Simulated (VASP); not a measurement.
**Sr: single point with PBE**

Crystal: Sr.

```
CELL_PARAMETERS angstrom
4.81190 0.00000 0.00000
-2.40595 3.35411 0.00000
0.00000 0.00000 6.76785
ATOMIC_POSITIONS crystal
Sr 0.33333 0.66667 0.25000
Sr 0.66667 0.33333 0.75000
```

This cell differs from its parent crystal: strain +e along x and -e along y +0.1100, strain +e along z and -e/2 along x and y -0.0350.

* Program: VASP 6.6.1
* Task: single point
* Functional: PBE
* Potentials or basis: VASP PAW PBE potentials, release 64 (Sr_sv)
* Cutoff: 520 eV
* k mesh: 12 × 12 × 6
* Occupations: gaussian, width 0.15 eV
* Spin: no spin polarisation
* Dipole correction: no
* Further INCAR settings: ALGO = Fast; EDIFF = 1e-07; NBANDS = 17

```yaml
Pressure: 0.2 GPa
Largest_force: 0.231 eV/Å
Band_gap_on_the_k_mesh: zero (bands 10 and 11 overlap by 0.14 eV)
```

Forces on the atoms (eV/Å):
```
Sr   0.000 -0.231  0.000
Sr   0.000  0.231  0.000
```

Stress tensor (GPa, compression positive):
```
-1.06  0.00  0.00
 0.00  1.05  0.00
 0.00  0.00  0.65
```

Levels at points of the mesh, in eV from the Fermi level:
```csv
k point,band 6,band 7,band 8,band 9,band 10,band 11,band 12,band 13,band 14,band 15
"(0.00, 0.00, 0.00)",-18.51,-18.51,-18.50,-3.65,-1.00,0.24,1.35,1.90,2.46,2.92
"(0.50, 0.00, 0.00)",-18.54,-18.54,-18.51,-1.34,-0.74,0.06,0.30,1.17,1.85,2.64
"(0.00, 0.50, 0.00)",-18.59,-18.58,-18.57,-0.74,-0.23,0.22,0.27,1.26,1.77,2.52
"(0.00, 0.00, 0.50)",-18.52,-18.52,-18.52,-2.64,-2.64,1.37,1.37,1.43,1.43,3.11
"(0.50, 0.00, 0.50)",-18.56,-18.52,-18.52,-0.94,-0.94,0.09,0.09,1.39,1.39,3.30
"(0.00, 0.50, 0.50)",-18.60,-18.56,-18.56,-0.52,-0.52,0.61,0.61,1.54,1.54,2.03
```

Run time: 2.6 min on 1 thread of Intel(R) Xeon(R) 6975P-C (Granite Rapids), with other jobs on the host, peak memory 0.42 GiB.

Caveat: the cell differs from its parent crystal (strain +e along x and -e along y +0.1100, strain +e along z and -e/2 along x and y -0.0350).
